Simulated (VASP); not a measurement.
# K (Im-3m) in VASP: a series of runs

K is run at these levels: r2SCAN; tasks: single point.

All numbers are computed with VASP 6.6.1; they aren't measurements. Logs are shortened: lines on timing, memory, paths and dates and some standing lists are left out, and cuts for length are marked.

### 1 The cell of the first run

Symmetry: Im-3m, No. 229, cubic system. Conventional cell: a = 5.249 Å, b = 5.249 Å, c = 5.249 Å, α = 90.00°, β = 90.00°, γ = 90.00°.

### 2 Single point, r2SCAN

File POSCAR:

```
K
1.0
   -2.6247271490      2.6247271490      2.6247271490
    2.6247271490     -2.6247271490      2.6247271490
    2.6247271490      2.6247271490     -2.6247271490
K
1
Direct
    0.0000000000      0.0000000000      0.0000000000
```

File INCAR.step1:

```
PREC = Accurate ; ENCUT = 520
ISMEAR = -1 ; SIGMA = 0.1
LREAL = False ; LASPH = True
NELM = 100 ; NBANDS = 10
GGA = PE ; ALGO = Normal
EDIFF = 1E-4 ; LWAVE = True
LCHARG = False
```

File INCAR.step2:

```
PREC = Accurate ; ENCUT = 520
EDIFF = 1E-7 ; ISMEAR = -1
SIGMA = 0.1 ; LREAL = False
LASPH = True ; NELM = 100
ALGO = Normal ; ISIF = 2
LWAVE = False ; LCHARG = False
METAGGA = R2SCAN ; LMIXTAU = True
NBANDS = 10 ; ISTART = 1
```

File KPOINTS:

```
Automatic mesh
0
Gamma
  9 9 9
```

Potentials or basis: VASP PAW PBE potentials, release 64 (K_sv).

Command:

```
> cat potpaw_PBE.64/K_sv/POTCAR > POTCAR
> cp INCAR.step1 INCAR
> mpirun -np 1 vasp_std > vasp.out
> cp INCAR.step2 INCAR
> mpirun -np 1 vasp_std > vasp.out
```

OUTCAR:

```text
PREC = Accurate
   ENCUT = 520
   EDIFF = 1E-7
   ISMEAR = -1
   LREAL = False
   LASPH = True
   NELM = 100
   ISIF = 2
   METAGGA = R2SCAN
   ISTART = 1

 ion  position               nearest neighbor table
   1  0.000  0.000  0.000-

  LATTYP: Found a body centered cubic cell.
 ALAT       =     5.2494542980

  Lattice vectors:

 A1 = (  -2.6247271490,   2.6247271490,   2.6247271490)
 A2 = (   2.6247271490,  -2.6247271490,   2.6247271490)
 A3 = (   2.6247271490,   2.6247271490,  -2.6247271490)

Analysis of symmetry for initial positions (statically):
=====================================================================
 Subroutine PRICEL returns:
 Original cell was already a primitive cell.

 Routine SETGRP: Setting up the symmetry group for a
 body centered cubic supercell.

 Subroutine GETGRP returns: Found 48 space group operations
 (whereof 48 operations were pure point group operations)
 out of a pool of 48 trial point group operations.

The static configuration has the point symmetry O_h .

Analysis of symmetry for dynamics (positions and initial velocities):
=====================================================================
 Subroutine PRICEL returns:
 Original cell was already a primitive cell.

 Routine SETGRP: Setting up the symmetry group for a
 body centered cubic supercell.

 Subroutine GETGRP returns: Found 48 space group operations
 (whereof 48 operations were pure point group operations)
 out of a pool of 48 trial point group operations.

The dynamic configuration has the point symmetry O_h .

 Subroutine INISYM returns: Found 48 space group operations
 (whereof 48 operations are pure point group operations),
 and found     1 'primitive' translations

----------------------------------------------------------------------------------------

                                     Primitive cell

  volume of cell :      72.3290

  direct lattice vectors                    reciprocal lattice vectors
    -2.624727149  2.624727149  2.624727149     0.000000000  0.190495991  0.190495991
     2.624727149 -2.624727149  2.624727149     0.190495991  0.000000000  0.190495991
     2.624727149  2.624727149 -2.624727149     0.190495991  0.190495991  0.000000000

  length of vectors
     4.546160778  4.546160778  4.546160778     0.269402014  0.269402014  0.269402014

  position of ions in fractional coordinates (direct lattice)
     0.000000000  0.000000000  0.000000000

  ion indices of the primitive-cell ions
   primitive index   ion index
                 1           1

----------------------------------------------------------------------------------------

 KPOINTS: Automatic mesh

Automatic generation of k-mesh.
 Grid dimensions read from file:
 generate k-points for:    9    9    9

 Generating k-lattice:

  Cartesian coordinates                     Fractional coordinates (reciprocal lattice)
     0.000000000  0.021166221  0.021166221     0.111111111  0.000000000  0.000000000
     0.021166221  0.000000000  0.021166221     0.000000000  0.111111111  0.000000000
     0.021166221  0.021166221  0.000000000     0.000000000  0.000000000  0.111111111

  Length of vectors
     0.029933557  0.029933557  0.029933557

  Shift w.r.t. Gamma in fractional coordinates (k-lattice)
     0.000000000  0.000000000  0.000000000

 Subroutine IBZKPT returns following result:
 ===========================================

 Found     35 irreducible k-points:

 Following reciprocal coordinates:
            Coordinates               Weight
  0.000000  0.000000  0.000000      1.000000
  0.111111  0.000000  0.000000     12.000000
  0.222222  0.000000  0.000000     12.000000
  0.333333  0.000000  0.000000     12.000000
  0.444444  0.000000  0.000000     12.000000
  0.111111  0.111111  0.000000     24.000000
[... 16 lines left out ...]
 -0.333333  0.444444  0.111111     48.000000
 -0.444444 -0.444444  0.111111     24.000000
 [... further k-points ...]
   k-points           NKPTS =     35   k-points in BZ     NKDIM =     35   number of bands    NBANDS=     10
   number of dos      NEDOS =    301   number of ions     NIONS =      1
   total plane-waves  NPLWV =  46656
   dimension x,y,z NGX =    36 NGY =   36 NGZ =   36
   dimension x,y,z NGXF=    72 NGYF=   72 NGZF=   72
   ions per type =               1
   NGX,Y,Z   is equivalent  to a cutoff of  13.16, 13.16, 13.16 a.u.
   NGXF,Y,Z  is equivalent  to a cutoff of  26.33, 26.33, 26.33 a.u.
 SYSTEM =  unknown system
   PREC   = accura    normal or accurate (medium, high low for compatibility)
   ISTART =      1    job   : 0-new  1-cont  2-samecut
   ICHARG =      0    charge: 1-file 2-atom 10-const
   ISPIN  =      1    spin polarized calculation?
   LNONCOLLINEAR =      F non collinear calculations
   LSORBIT =      F    spin-orbit coupling
   LASPH  =      T    aspherical Exc in radial PAW
   ENCUT  =  520.0 eV  38.22 Ry    6.18 a.u.   8.45  8.45  8.45*2*pi/ulx,y,z
   NELM   =    100;   NELMIN=  2; NELMDL=  0     # of ELM steps
   EDIFF  = 0.1E-06   stopping-criterion for ELM
   LREAL  =      F    real-space projection
   EDIFFG = 0.1E-05   stopping-criterion for IOM
   NSW    =      0    number of steps for IOM
   IBRION =     -1    ionic relax: 0-MD 1-quasi-New 2-CG
   NFREE  =      0    steps in history (QN), initial steepest desc. (CG)
   ISIF   =      2    stress and relaxation
   ISYM   =      2    0-nonsym 1-usesym 2-fastsym
   POTIM  = 0.5000    time-step for ionic-motion
   TEBEG  =    0.0;   TEEND  =   0.0 temperature during run
   PSTRESS=    0.0 pullay stress
   NELECT =       9.0000    total number of electrons
   NUPDOWN=      -1.0000    fix difference up-down
   EMIN   =  10.00;   EMAX   =-10.00  energy-range for DOS
   EFERMI =   0.00;   METHOD = LEGACY
   ISMEAR =    -1;   SIGMA  =   0.10  broadening in eV -4-tet -1-fermi 0-gaus
   EFERMI_NEDOS =   21; number of points for ismear=-14 and -15
   IALGO  =     38    algorithm
   IMIX   =      4    mixing-type and parameters
     AMIX     =   0.40;   BMIX     =  1.00
     AMIX_MAG =   1.60;   BMIX_MAG =  1.00
  volume/ion in A,a.u.               =      72.33       488.10
  Fermi-wavevector in a.u.,A,eV,Ry     =   0.817306  1.544485  9.088550  0.667990
  Thomas-Fermi vector in A             =   1.927730
   LORBIT       =      0    0 simple, 1 ext, 2 COOP (PROOUT), +10 PAW based schemes
   METAGGA = R2SCAN    functional components
   LHFCALC =     F    Hartree Fock is set to
   AEXX    =    0.0000 exact exchange contribution
   IVDW    =     0    specifies the selected vdW correction
   LEPSILON=     F    determine dielectric tensor
   LRPA    =     F    only Hartree local field effects (RPA)
 non-spin polarized calculation
  energy-cutoff  :      520.00
  volume of cell :       72.33
 maximum number of plane-waves:      1968
 NGX is ok and might be reduce to    36
   NGX = 17   NGY = 17   NGZ = 17

 number of electron       9.0000001 magnetization

 Free energy of the ion-electron system (eV)
  ---------------------------------------------------
  ext. energy  EPLUGINS =         0.00000000
  ---------------------------------------------------
  free energy    TOTEN  =        -6.02288029 eV

  energy without entropy =       -6.00140902  energy(sigma->0) =       -6.01214466

 E-fermi :  -0.0213     XC(G=0):  -5.9502

 val. band max:       -0.0997139032   @ k =  -0.3333   0.4444   0.1111
 cond. band min:       0.0339725557   @ k =   0.4444   0.0000   0.0000
 fundamental gap:      0.1336864588
 Fermi energy:        -0.0213388720

 k-point     1 :       0.0000    0.0000    0.0000
  band No.  band energies     occupation
      1     -33.6723      2.00000
      2     -16.3424      2.00000
      3     -16.3424      2.00000
      4     -16.3424      2.00000
      5      -2.3547      2.00000
      6       4.7436      0.00000
      7       4.7436      0.00000
      8       4.7436      0.00000
      9       5.7132      0.00000
     10       5.7132      0.00000

 k-point     2 :       0.1111    0.0000    0.0000
  band No.  band energies     occupation
      1     -33.6717      2.00000
      2     -16.3512      2.00000
      3     -16.3453      2.00000
      4     -16.3424      2.00000
      5      -2.1894      2.00000
      6       4.4435      0.00000
      7       4.5229      0.00000
      8       4.8753      0.00000
      9       5.4722      0.00000
     10       5.6637      0.00000

 k-point     3 :       0.2222    0.0000    0.0000
  band No.  band energies     occupation
      1     -33.6703      2.00000
      2     -16.3732      2.00000
      3     -16.3524      2.00000
      4     -16.3425      2.00000
      5      -1.7067      2.00000
      6       3.4692      0.00000
      7       4.0856      0.00000
      8       5.2643      0.00000
      9       5.4960      0.00000
     10       5.6228      0.00000

 k-point     4 :       0.3333    0.0000    0.0000
  band No.  band energies     occupation
      1     -33.6688      2.00000
      2     -16.3978      2.00000
      3     -16.3606      2.00000
      4     -16.3425      2.00000
      5      -0.9447      1.99980
      6       2.3147      0.00000
      7       3.7044      0.00000
      8       5.5778      0.00000
      9       5.7391      0.00000
     10       5.8926      0.00000
[... 222 lines left out ...]
 k-point    22 :      -0.4444    0.4444    0.1111
  band No.  band energies     occupation
      1     -33.6673      2.00000
      2     -16.4113      2.00000
      3     -16.3691      2.00000
      4     -16.3487      2.00000
      5       0.1659      0.26653
      6       1.2575      0.00001
      7       3.5330      0.00000
      8       4.6230      0.00000
      9       6.0483      0.00000
     10       6.7004      0.00000

 k-point    23 :      -0.3333    0.4444    0.1111
  band No.  band energies     occupation
      1     -33.6672      2.00000
      2     -16.4026      2.00000
      3     -16.3735      2.00000
      4     -16.3540      2.00000
      5      -0.0997      1.37298
      6       1.9428      0.00000
      7       3.1582      0.00000
      8       4.6741      0.00000
      9       5.6659      0.00000
     10       6.2980      0.00000

 k-point    24 :      -0.4444   -0.4444    0.1111
  band No.  band energies     occupation
      1     -33.6667      2.00000
      2     -16.4084      2.00000
      3     -16.3774      2.00000
      4     -16.3539      2.00000
      5       0.8470      0.00034
      6       0.9630      0.00011
      7       3.0117      0.00000
      8       4.6274      0.00000
      9       5.8056      0.00000
     10       6.4710      0.00000

 [... further k-points ...]
[... 5 lines left out ...]
  --------------------------------------------------------------------------------------
  -------------------------------------------------------------------------------------
  Total        0.0887835      0.0887835      0.0887835      0.0000000      0.0000000     -0.0000000
  in kB        1.9666638      1.9666638      1.9666638      0.0000000      0.0000000     -0.0000000
  external PRESSURE =       1.9666638 kB  Pullay stress =       0.0000000 kB

 VOLUME and BASIS-vectors are now :
 -----------------------------------------------------------------------------
  energy-cutoff  :      520.00
  volume of cell :       72.33
      direct lattice vectors                 reciprocal lattice vectors
    -2.624727149  2.624727149  2.624727149     0.000000000  0.190495991  0.190495991
     2.624727149 -2.624727149  2.624727149     0.190495991  0.000000000  0.190495991
     2.624727149  2.624727149 -2.624727149     0.190495991  0.190495991  0.000000000

 POSITION                                       TOTAL-FORCE (eV/Angst)
 -----------------------------------------------------------------------------------
      0.00000      0.00000      0.00000        -0.000000      0.000000     -0.000000
 -----------------------------------------------------------------------------------
    total drift:                               -0.000000      0.000000      0.000000

  FREE ENERGIE OF THE ION-ELECTRON SYSTEM (eV)
  ---------------------------------------------------
  free  energy   TOTEN  =        -6.0228802916 eV

  energy  without entropy=       -6.0014090244  energy(sigma->0) =       -6.01214466
```

Run time: 84 s. Hardware: 1 thread of Intel Xeon Platinum 8488C (Sapphire Rapids), shared host; peak memory 0.21 GiB.

What came out:

| Quantity | Value |
| --- | --- |
| Free energy | -6.0229 eV |
| Pressure | 0.2 GPa |

Caveat: the PAW data sets were made with another functional, which shifts forces and pressure a little.

### 3 Single point, r2SCAN

POSCAR is that of step 2.

File INCAR.step1:

```
SYSTEM = K
PREC = Accurate ; ENCUT = 520
ISMEAR = -1 ; SIGMA = 0.1
LREAL = .FALSE. ; LASPH = .TRUE.
NELM = 60 ; NBANDS = 10
GGA = PE ; ALGO = Normal
EDIFF = 1E-4 ; LWAVE = .TRUE.
LCHARG = .FALSE.
```

File INCAR.step2:

```
SYSTEM = K
PREC = Accurate ; ENCUT = 520
EDIFF = 1E-6 ; ISMEAR = -1
SIGMA = 0.1 ; LREAL = .FALSE.
LASPH = .TRUE. ; NELM = 60
ALGO = Normal ; ISIF = 2
LWAVE = .FALSE. ; LCHARG = .FALSE.
METAGGA = R2SCAN ; LMIXTAU = .TRUE.
NBANDS = 10 ; ISTART = 1
```

File KPOINTS:

```
regular mesh
0
G
  9 9 9
  0 0 0
```

Potentials or basis: VASP PAW PBE potentials, release 64 (K_sv).

Command:

```
> cat potpaw_PBE.64/K_sv/POTCAR > POTCAR
> cp INCAR.step1 INCAR
> mpirun -np 1 vasp_std > vasp.out
> cp INCAR.step2 INCAR
> mpirun -np 1 vasp_std > vasp.out
```

Wall time 65 s (1 thread of Intel Xeon Platinum 8488C (Sapphire Rapids), shared host); peak memory 0.21 GiB.

It converged, with:

```
Free energy : -6.0229 eV
Pressure    : 0.2 GPa
```

Levels at points of the mesh, in eV from the Fermi level:
```
           k point  band 1  band 2  band 3  band 4  band 5  band 6  band 7  band 8  band 9
(0.00, 0.00, 0.00)  -33.65  -16.32  -16.32  -16.32   -2.33    4.76    4.76    4.76    5.73
```

Caveat: the PAW data sets were made with another functional, which shifts forces and pressure a little.

### 4 Single point, r2SCAN

This run uses another cell than the first one, of 74.54 Å³/atom, 1.031 times its volume.

File POSCAR:

```
K
1.0
   -2.6512413390      2.6512413390      2.6512413390
    2.6512413390     -2.6512413390      2.6512413390
    2.6512413390      2.6512413390     -2.6512413390
K
1
Direct
    0.0000000000      0.0000000000      0.0000000000
```

File INCAR.step1:

```
PREC = Accurate ; ENCUT = 520
ISMEAR = -1 ; SIGMA = 0.1
LREAL = False ; LASPH = True
NELM = 80 ; NBANDS = 10
GGA = PE ; ALGO = Normal
EDIFF = 1E-4 ; LWAVE = True
LCHARG = False
```

File INCAR.step2:

```
PREC = Accurate ; ENCUT = 520
EDIFF = 1E-6 ; ISMEAR = -1
SIGMA = 0.1 ; LREAL = False
LASPH = True ; NELM = 80
ALGO = Normal ; ISIF = 2
LWAVE = False ; LCHARG = True
METAGGA = R2SCAN ; LMIXTAU = True
LELF = True ; LVHAR = True
NBANDS = 10 ; ISTART = 1
```

File KPOINTS:

```
Automatic mesh
0
Gamma
  9 9 9
```

Command:

```
> cat potpaw_PBE.64/K_sv/POTCAR > POTCAR
> cp INCAR.step1 INCAR
> mpirun -np 1 vasp_std > vasp.out
> cp INCAR.step2 INCAR
> mpirun -np 1 vasp_std > vasp.out
```

Run time: 72 s. Hardware: 1 thread of Intel Xeon Platinum 8488C (Sapphire Rapids), shared host; peak memory 0.21 GiB.

Results (log left out):

```yaml
Free_energy: -6.0251 eV
Pressure: 0.1 GPa
```

Levels at points of the mesh, in eV from the Fermi level:
```
           k point  band 1  band 2  band 3  band 4  band 5  band 6  band 7  band 8
(0.00, 0.00, 0.00)  -33.67  -16.34  -16.34  -16.34   -2.29    4.73    4.73    4.73
```

Caveat: the PAW data sets were made with another functional, which shifts forces and pressure a little.

[end of part 1 of 3]
